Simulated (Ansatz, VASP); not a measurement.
Two plane-wave programs on InP

Contents of POSCAR:

```
InP
1.0
    0.0000000000      2.9395031541      2.9395031541
    2.9395031541      0.0000000000      2.9395031541
    2.9395031541      2.9395031541      0.0000000000
In P
1 1
Direct
    0.0000000000      0.0000000000      0.0000000000
    0.7500000000      0.7500000000      0.7500000000
```

Contents of INCAR.step1:

```
SYSTEM = InP
  PREC = Accurate
  ENCUT = 520
  ISMEAR = 0
  SIGMA = 0.02
  LREAL = .False.
  LASPH = .True.
  NELM = 60
  NBANDS = 16
  GGA = PE
  ALGO = Normal
  EDIFF = 1E-4
  LWAVE = .True.
  LCHARG = .False.
```

Contents of INCAR.step2:

```
SYSTEM = InP
  PREC = Accurate
  ENCUT = 520
  EDIFF = 1E-7
  ISMEAR = 0
  SIGMA = 0.02
  LREAL = .False.
  LASPH = .True.
  NELM = 60
  ALGO = Normal
  ISIF = 2
  LWAVE = .False.
  LCHARG = .False.
  METAGGA = R2SCAN
  LMIXTAU = .True.
  NBANDS = 16
  ISTART = 1
```

File KPOINTS:

```
Automatic mesh
0
Gamma
  10 10 10
  0 0 0
```

Input for Ansatz:

```yaml
crystal:
  lattice:
    - [0.0, 2.9395031541, 2.9395031541]
    - [2.9395031541, 0.0, 2.9395031541]
    - [2.9395031541, 2.9395031541, 0.0]
  atoms:
    - { symbol: In, position: [0.0, 0.0, 0.0] }
    - { symbol: P, position: [0.75, 0.75, 0.75] }
basis:
  ecutwfc: 500
kpoints:
  mp_grid: { grid: [10, 10, 10] }
hamiltonian:
  xc: r2scan
  pseudopotentials: { kind: paw, azcp: { folder: soft_1 } }
scf:
  occupations: { method: gaussian, width: 0.02 }
output:
  forces: true
  stress: true
  eigenvalues: true
```

Alike in both runs: task single point; functional r2SCAN; k mesh 10 × 10 × 10; occupations gaussian, width 0.02 eV; no spin polarisation.

|  | VASP | Ansatz |
| --- | --- | --- |
| version | VASP 6.6.1 | Ansatz 0.2.0 |
| potentials or method | VASP PAW PBE potentials, release 64 (In_d, P), cutoff 520 eV | scalar-relativistic, plane waves, PAW |
| valence electrons in the cell | 18 | 18 |

|  | VASP | Ansatz | Ansatz less VASP |
| --- | --- | --- | --- |
| gap on the k mesh at the Fermi level (eV) | 1.12 | 1.11 | -0.008 |
| least direct gap on the mesh (eV) | 1.12 | 1.11 | -0.008 |
| pressure (GPa) | 0.9 | 1.0 | +0.14 |

VASP's potentials were made for PBE, not for r2SCAN. The functional is the same, so the differences come from potentials, cutoffs and numerics.
